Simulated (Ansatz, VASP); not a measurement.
# Mg3Al3Pd2 in VASP and in Ansatz

```
Mg Al Pd
1.0
     5.45057    0.00000    0.00000
     0.00000    5.45057    0.00000
     0.00000    0.00000    5.45057
Mg Al Pd
3 3 2
Direct
  0.50000 0.00000 0.00000
  0.00000 0.50000 0.00000
  0.00000 0.00000 0.50000
  0.00000 0.50000 0.50000
  0.50000 0.00000 0.50000
  0.50000 0.50000 0.00000
  0.00000 0.00000 0.00000
  0.50000 0.50000 0.50000
```

Alike in both runs: functional PBE; k mesh 4 × 4 × 4; occupations gaussian, width 0.1 eV; no spin polarisation.

Ansatz relaxed the structure, and its values are those at the end. VASP's run is a single point on that final structure, the one shown.

```csv
,VASP,Ansatz
version,VASP 6.6.1,Ansatz 0.2.0
potentials or method,"VASP PAW PBE potentials, release 64 (Mg, Al, Pd), cutoff 520 eV","scalar-relativistic, plane waves, PAW"
valence electrons in the cell,35,75
```

|  | VASP | Ansatz | Ansatz less VASP |
| --- | --- | --- | --- |
| gap on the k mesh at the Fermi level (eV) | none | none | - |
| pressure (GPa) | 0.3 | 0.3 | +0.04 |

A gap of «none» marks a metal or a gap that the smearing closes. VASP's potentials hold 35 valence electrons a cell and Ansatz's 75, so a difference there can come from the potentials and not from the codes.
